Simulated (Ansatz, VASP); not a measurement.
One calculation of Ir, two programs

Contents of INCAR:

```
SYSTEM = Ir
PREC = Accurate ; ENCUT = 520
EDIFF = 1E-6 ; ISMEAR = 0
SIGMA = 0.15 ; LREAL = .False.
LASPH = .True. ; NELM = 100
ALGO = Normal ; ISIF = 2
LWAVE = .False. ; LCHARG = .True.
GGA = PS ; LELF = .True.
LVHAR = .True. ; NBANDS = 10
```

The input KPOINTS:

```
Automatic mesh
0
Gamma
  22 22 22
  0 0 0
```

File POSCAR:

```
Ir
1.0
    0.0000000000      1.8717075000      2.0156850000
    1.8717075000      0.0000000000      2.0156850000
    1.8717075000      1.8717075000      0.0000000000
Ir
1
Direct
    0.0000000000      0.0000000000      0.0000000000
```

Input for Ansatz:

```yaml
crystal:
  lattice:
    - [0.0, 1.8717075, 2.015685]
    - [1.8717075, 0.0, 2.015685]
    - [1.8717075, 1.8717075, 0.0]
  atoms:
    - { symbol: Ir, position: [0.0, 0.0, 0.0] }
basis:
  ecutwfc: 420
kpoints:
  mp_grid: { grid: [22, 22, 22] }
hamiltonian:
  xc: pbesol
scf:
  occupations: { method: gaussian, width: 0.15 }
output:
  forces: true
  stress: true
  eigenvalues: true
```

Change from the starting cell: strain -0.025 along x and y, +0.050 along z, atoms carried along.

Alike in both runs: task single point; functional PBEsol; k mesh 22 × 22 × 22; occupations gaussian, width 0.15 eV; no spin polarisation.

|  | VASP | Ansatz |
| --- | --- | --- |
| version | VASP 6.6.1 | Ansatz 0.2.0 |
| potentials or method | VASP PAW PBE potentials, release 64 (Ir), cutoff 520 eV | scalar-relativistic, plane waves, PAW |
| valence electrons in the cell | 9 | 17 |

VASP gave:

* gap on the k mesh at the Fermi level (eV): none
* pressure (GPa): 0.4
* traceless stress, the component that is largest in VASP (GPa): -19.04

Estimate Ansatz's values.

gap on the k mesh at the Fermi level (eV): none; pressure (GPa): -0.5; traceless stress, the component that is largest in VASP (GPa): -19.08.

VASP's potentials were made for PBE, not for PBEsol. A gap of «none» marks a metal or a gap that the smearing closes. The functional is the same, so the differences come from potentials, cutoffs and numerics. VASP's potentials hold 9 valence electrons a cell and Ansatz's 17, so a difference there can come from the potentials and not from the codes.

Spin-orbit coupling is off throughout.
